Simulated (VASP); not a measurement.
Wanted: the native input for a VASP 6.6.1 run.

```yaml
Task: single point
Functional: PBE
Potentials_or_basis: VASP PAW PBE potentials, release 64 (W_sv, C, H)
Cutoff: 520 eV
k_mesh: 4 × 4 × 1
Occupations: fermi-dirac, width 0.05 eV
Spin: no spin polarisation
Dipole_correction: no
Further_INCAR_settings: LREAL = Auto; ALGO = Normal; EDIFF = 1e-07; NBANDS = 88
```

The structure of HW4C4 lies in POSCAR:

```
HW4C4
1.0
    5.7868000000      0.0000000000      0.0000000000
   -2.8934000000      5.0115160000      0.0000000000
    0.0000000000      0.0000000000     17.2472500000
W C H
8 8 2
Direct
    0.0000000000      0.0000000000      0.0579803000
   -0.0001222553     -0.0001260277      0.2247826164
    0.0000000000      0.5000000000      0.0579803000
   -0.0001157076      0.4998564416      0.2247367997
    0.5000000000      0.0000000000      0.0579803000
    0.4999134264     -0.0001171061      0.2247811900
    0.5000000000      0.5000000000      0.0579803000
    0.4998878074      0.4998499409      0.2247678086
    0.3333687717      0.1667024985      0.1346222765
    0.3331760712      0.1665054612      0.2895322478
    0.3333626484      0.6667058562      0.1346543671
    0.3331300169      0.6664463472      0.2895263458
    0.8333283965      0.1666725107      0.1346192706
    0.8332317632      0.1665379191      0.2895386083
    0.8333408203      0.6667225784      0.1346235868
    0.8332729325      0.6665072844      0.2895243619
    0.6959493639      0.2866430707      0.4707277188
    0.6731679875      0.4033997802      0.4730719464
```

These files were run (other wordings do the same):

INCAR

```
SYSTEM = HW4C4
ALGO     = Normal         ! electronic algorithm
EDIFF    = 1E-7           ! SCF threshold, eV
ENCUT    = 520            ! plane-wave cutoff, eV
GGA      = PE             ! functional
ISIF     = 2              ! what is computed and relaxed
ISMEAR   = -1             ! smearing method
LASPH    = .TRUE.         ! aspherical terms in the spheres
LCHARG   = .FALSE.        ! write CHGCAR
LREAL    = Auto         
LWAVE    = .FALSE.        ! write WAVECAR
NBANDS   = 88             ! bands
NELM     = 60             ! most SCF steps
PREC     = Accurate       ! precision mode
SIGMA    = 0.05           ! smearing width, eV
```

KPOINTS

```
k-points
0
G
  4 4 1
  0 0 0
```

Potentials or basis: VASP PAW PBE potentials, release 64 (W_sv, C, H).

Run with:

```console
$ cat potpaw_PBE.64/W_sv/POTCAR potpaw_PBE.64/C/POTCAR potpaw_PBE.64/H/POTCAR > POTCAR
$ mpirun -np 1 vasp_std > vasp.out
```

Results of the run:

The largest force is 0.087 eV/Å and the band gap on the k mesh is zero (bands 73 and 74 overlap by 0.63 eV).

Caveat: spin-orbit coupling is left out, which moves the levels of the heavy elements.

Run time: 53 min on 1 thread of Intel Xeon 8259CL (shared host), peak memory 0.78 GiB.
